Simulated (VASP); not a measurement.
Input of a VASP 6.6.1 run:

INCAR

```
SYSTEM = SrVO3
  PREC = Accurate
  ENCUT = 520
  EDIFF = 1E-6
  ISMEAR = -1
  SIGMA = 0.05
  LREAL = .FALSE.
  LASPH = .TRUE.
  NELM = 150
  ALGO = Normal
  ISIF = 2
  LWAVE = .FALSE.
  LCHARG = .FALSE.
  ISPIN = 2
  MAGMOM = 0 2 0 0 0
  LORBIT = 11
  LMAXMIX = 4
  GGA = RE
  NBANDS = 32
```

Contents of KPOINTS:

```
Automatic mesh
0
G
  5 5 5
  0 0 0
```

File POSCAR:

```
SrVO3
1.0
    3.8899072997      0.0000000000      0.0000000000
    0.0000000000      3.8899072997      0.0000000000
    0.0000000000      0.0000000000      3.8899072997
Sr V O
1 1 3
Direct
    0.5000000000      0.5000000000      0.5000000000
    0.0000000000      0.0000000000      0.0000000000
    0.0000000000      0.0000000000      0.5000000000
    0.0000000000      0.5000000000      0.0000000000
    0.5000000000      0.0000000000      0.0000000000
```

Potentials or basis: VASP PAW PBE potentials, release 64 (Sr_sv, V_sv, O).

Command:

```bash
$ cat potpaw_PBE.64/Sr_sv/POTCAR potpaw_PBE.64/V_sv/POTCAR potpaw_PBE.64/O/POTCAR > POTCAR
$ mpirun -np 1 vasp_std > vasp.out
```

(1) Estimate the net moment.

(2) What does it give for the site moments?

Answers

(1) 0.76 μB per cell.

(2) Sr +0.00; V +0.73; O -0.01 μB.
